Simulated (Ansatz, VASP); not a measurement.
**Pt in VASP and in Ansatz**

```
Pt
1.0
     2.76169    0.00000    0.00000
    -1.38084    2.39169    0.00000
     0.00000    0.00000    4.77940
Pt
2
Direct
  0.00000 0.00000 0.00000
  0.33333 0.66667 0.50000
```

Alike in both runs: task relaxation of cell and atoms; functional PBE; k mesh 18 × 18 × 10; occupations gaussian, width 0.1 eV; no spin polarisation.

|  | VASP | Ansatz |
| --- | --- | --- |
| version | VASP 6.6.1 | Ansatz 0.2.0 |
| potentials or method | VASP PAW PBE potentials, release 64 (Pt), cutoff 600 eV | scalar-relativistic, plane waves, PAW |
| valence electrons in the cell | 20 | 36 |

|  | VASP | Ansatz | Ansatz less VASP |
| --- | --- | --- | --- |
| gap on the k mesh at the Fermi level, each at its own relaxed structure (eV) | none | none | - |
| relaxed volume (Å³/atom) | 15.73 | 15.75 | +0.028 |
| relaxed cell length with the largest relative difference (Å) | 4.774 | 4.780 | +0.0057 |

A gap of «none» marks a metal or a gap that the smearing closes. VASP's potentials hold 20 valence electrons a cell and Ansatz's 36, so a difference there can come from the potentials and not from the codes.

Neither program's run includes spin-orbit coupling.
